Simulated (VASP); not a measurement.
A run of VASP 6.6.1:

Contents of INCAR:

```
PREC     = Accurate       # precision mode
ENCUT    = 600            # plane-wave cutoff, eV
EDIFF    = 1E-7           # SCF threshold, eV
ISMEAR   = 0              # smearing method
SIGMA    = 0.1            # smearing width, eV
LREAL    = False          # projectors in reciprocal space
LASPH    = True           # aspherical terms in the spheres
NELM     = 200            # most SCF steps
ALGO     = Normal         # electronic algorithm
ISIF     = 3              # what is computed and relaxed
LWAVE    = False          # write WAVECAR
LCHARG   = False          # write CHGCAR
GGA      = PE             # functional
IBRION   = 2              # ionic algorithm
NSW      = 90             # ionic steps
EDIFFG   = -0.04          # ionic threshold
GGA_COMPAT= False        
NELMIN   = 4            
LMAXMIX  = 6              # l up to which the mixer works
```

KPOINTS

```
Automatic mesh
0
Gamma
  6 6 2
```

File POSCAR:

```
ErAlF2
1.0
    2.8818926421      0.0000000000      0.0000000000
    0.0000000000      2.8818926421      0.0000000000
    0.0000000000      0.0000000000      9.5883641272
Er Al F
1 1 2
Direct
    0.5000000000      0.5000000000      0.0000000000
    0.0000000000      0.0000000000      0.5000000000
    0.0000000000      0.0000000000      0.1270539032
    0.0000000000      0.0000000000      0.8729460968
```

Potentials or basis: VASP PAW PBE potentials, release 64 (Er_3, Al, F), 4f in core.

Launch:

```sh
$ cat potpaw_PBE.64/Er_3/POTCAR potpaw_PBE.64/Al/POTCAR potpaw_PBE.64/F/POTCAR > POTCAR
$ mpirun -np 1 vasp_std > vasp.out
```

Hardware: 1 thread of Intel(R) Xeon(R) 6975P-C (Granite Rapids), on a shared host.

Task: How long does it take, and how much memory?

Result: Run time: 45 s on 1 thread of Intel(R) Xeon(R) 6975P-C (Granite Rapids), on a shared host, peak memory 0.22 GiB. Counts: scf iterations 40, k points 20, ion steps 4.
